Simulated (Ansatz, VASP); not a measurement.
MgSe in VASP and in Ansatz

The input INCAR:

```
PREC = Accurate
ENCUT = 600
EDIFF = 1E-6
ISMEAR = 0
SIGMA = 0.05
LREAL = F
LASPH = T
NELM = 120
ALGO = Normal
ISIF = 2
LWAVE = F
LCHARG = T
GGA = B5
ALDAX = 1.0
AGGAX = 1.0
AGGAC = 1.0
ALDAC = 0.0
IVDW = 12
VDW_S6 = 1.0
VDW_S8 = 2.6996
VDW_A1 = 0.4298
VDW_A2 = 4.2359
LELF = T
LVHAR = T
NBANDS = 11
GGA_COMPAT = F
```

KPOINTS

```
regular mesh
0
Gamma
  8 8 8
```

Contents of POSCAR:

```
MgSe
1.0
    0.0000000000      2.7254991651      2.7254991651
    2.7254991651      0.0000000000      2.7254991651
    2.7254991651      2.7254991651      0.0000000000
Mg Se
1 1
Direct
    0.0000000000      0.0000000000      0.0000000000
    0.5000000000      0.5000000000      0.5000000000
```

Input for Ansatz:

```yaml
crystal:
  lattice:
    - [0.0, 2.7254991651, 2.7254991651]
    - [2.7254991651, 0.0, 2.7254991651]
    - [2.7254991651, 2.7254991651, 0.0]
  atoms:
    - { symbol: Mg, position: [0.0, 0.0, 0.0] }
    - { symbol: Se, position: [0.5, 0.5, 0.5] }
basis:
  ecutwfc: 420
  ecutrho_ratio: 4
kpoints:
  mp_grid: { grid: [8, 8, 8] }
hamiltonian:
  xc: blyp
  dispersion: d3bj
scf:
  occupations: { method: gaussian, width: 0.05 }
output:
  forces: true
  stress: true
  eigenvalues: true
```

Alike in both runs: task single point; functional BLYP; dispersion D3(BJ); k mesh 8 × 8 × 8; occupations gaussian, width 0.05 eV; no spin polarisation.

```csv
,VASP,Ansatz
version,VASP 6.6.1,Ansatz 0.2.0
potentials or method,"VASP PAW PBE potentials, release 64 (Mg, Se), cutoff 600 eV","scalar-relativistic, plane waves, PAW"
valence electrons in the cell,8,26
```

```csv
,VASP,Ansatz,Ansatz less VASP
gap on the k mesh at the Fermi level (eV),1.86,1.88,+0.019
least direct gap on the mesh (eV),2.77,2.75,-0.021
pressure (GPa),-2.3,-2.4,-0.05
```

VASP's potentials were made for PBE, not for BLYP. VASP's potentials hold 8 valence electrons a cell and Ansatz's 26, so a difference there can come from the potentials and not from the codes.
